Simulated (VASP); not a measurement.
Write the native input for VASP 6.6.1 that does the following.

- Task: relaxation of cell and atoms
- Functional: PBE
- Potentials or basis: VASP PAW PBE potentials, release 64 (Be)
- Cutoff: 600 eV
- k mesh: 9 × 9 × 6
- Occupations: gaussian, width 0.1 eV
- Spin: no spin polarisation
- Target pressure: 21.2 GPa
- Dipole correction: no
- Further INCAR settings: ALGO = Normal; EDIFF = 1e-07; IBRION = 2; EDIFFG = -0.05; NSW = 80; ISIF = 3

The structure of Be lies in POSCAR:

```
Be
1.0
    2.2853000000      0.0000000000      0.0000000000
   -1.1426500000      1.9791278553      0.0000000000
    0.0000000000      0.0000000000      3.5842000000
Be
2
Direct
    0.3333333333      0.6666666667      0.2500000000
    0.6666666667      0.3333333333      0.7500000000
```

One way to write it, as run:

INCAR

```
SYSTEM = Be
ALGO = Normal
EDIFF = 1E-7
EDIFFG = -0.05
ENCUT = 600
GGA = PE
IBRION = 2
ISIF = 3
ISMEAR = 0
LASPH = .True.
LCHARG = .False.
LREAL = .False.
LWAVE = .False.
NELM = 100
NSW = 80
PREC = Accurate
PSTRESS = 212.0
SIGMA = 0.1
```

KPOINTS

```
k-points
0
Gamma
  9 9 6
  0 0 0
```

Potentials or basis: VASP PAW PBE potentials, release 64 (Be).

Launch:

```bash
$ cat potpaw_PBE.64/Be/POTCAR > POTCAR
$ mpirun -np 1 vasp_std > vasp.out
```

Results of the run:

The relaxed volume is 6.92 Å³/atom, the relaxed cell is a = 2.168 Å, b = 2.168 Å, c = 3.401 Å, α = 90.00°, β = 90.00°, γ = 120.00° and the space group after relaxing (to 0.05 Å) is P6_3/mmc (No. 194). The energy change on relaxing (the enthalpy is what falls) is +56.7 meV/atom, the ionic steps are 5 and the pressure after relaxing is 20.7 GPa. The band gap on the k mesh is zero (band 2 reaches 9.27 eV, above the bottom of band 3 at 6.93 eV).

Caveat: the cell is relaxed towards a set pressure, so the enthalpy falls and the energy may rise.

It took 8.9 s on 1 thread of Intel(R) Xeon(R) Platinum 8488C (Sapphire Rapids), on a shared host, peak memory 0.12 GiB.
